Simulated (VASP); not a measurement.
# PbSe: single point with PBEsol

PbSe:

```
Pb Se
1.0
     3.73318    0.00000    0.00000
     0.00000    3.73318    0.00000
     0.00000    0.00000    3.73318
Pb Se
1 1
Direct
  0.00000 0.00000 0.00000
  0.50000 0.50000 0.50000
```

```json
{"Program": "VASP 6.6.1", "Task": "single point", "Functional": "PBEsol", "Potentials or basis": "VASP PAW PBE potentials, release 64 (Pb_d, Se)", "Cutoff": "500 eV", "k mesh": "5 × 5 × 5", "Occupations": "gaussian, width 0.01 eV", "Spin": "no spin polarisation"}
```

```json
{
 "Pressure": "-0.6 GPa",
 "Band gap on the k mesh": "0.09 eV, indirect (least direct gap 1.47 eV)"
}
```

Levels at points of the mesh, in eV from the valence-band top:
```tsv
k point	band 8	band 9	band 10	band 11	band 12	band 13
(0.00, 0.00, 0.00)	-1.54	-1.54	-1.54	5.03	5.03	6.34
```

Run time: 22 s on 1 thread of AMD EPYC 7R13 (shared host), peak memory 0.12 GiB.

Caveat: the PAW data sets were made with another functional, which shifts forces and pressure a little; spin-orbit coupling is left out, which moves the levels of the heavy elements. A k mesh can miss the band edges.
